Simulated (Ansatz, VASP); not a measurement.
## One calculation of Bi, two programs

```xyz
2
Lattice="4.3490 0.0000 0.0000 -2.1745 3.7663 0.0000 0.0000 0.0000 28.0000" Properties=species:S:1:pos:R:3 pbc="T T T"
Bi    0.0000    2.5109   14.7395
Bi    2.1745    1.2554   13.2605
```

Alike in both runs: task single point; functional PBE; k mesh 9 × 9 × 1; occupations gaussian, width 0.02 eV; no spin polarisation.

|  | VASP | Ansatz |
| --- | --- | --- |
| version | VASP 6.6.1 | Ansatz 0.2.0 |
| potentials or method | VASP PAW PBE potentials, release 64 (Bi_d), cutoff 520 eV | scalar-relativistic, plane waves, PAW |
| valence electrons in the cell | 30 | 30 |

VASP gave:

```
gap on the k mesh at the Fermi level (eV) : 0.28
least direct gap on the mesh (eV)         : 0.28
rms of the force components (eV/Å)        : 1.175
```

Q: What did Ansatz give for the same quantities?

A: gap on the k mesh at the Fermi level (eV): 0.32; least direct gap on the mesh (eV): 0.32; rms of the force components (eV/Å): 1.159.

Atom by atom the forces differ by 0.016 eV/Å (rms over components). The functional is the same, so the differences come from potentials, cutoffs and numerics.

Neither program's run includes spin-orbit coupling.
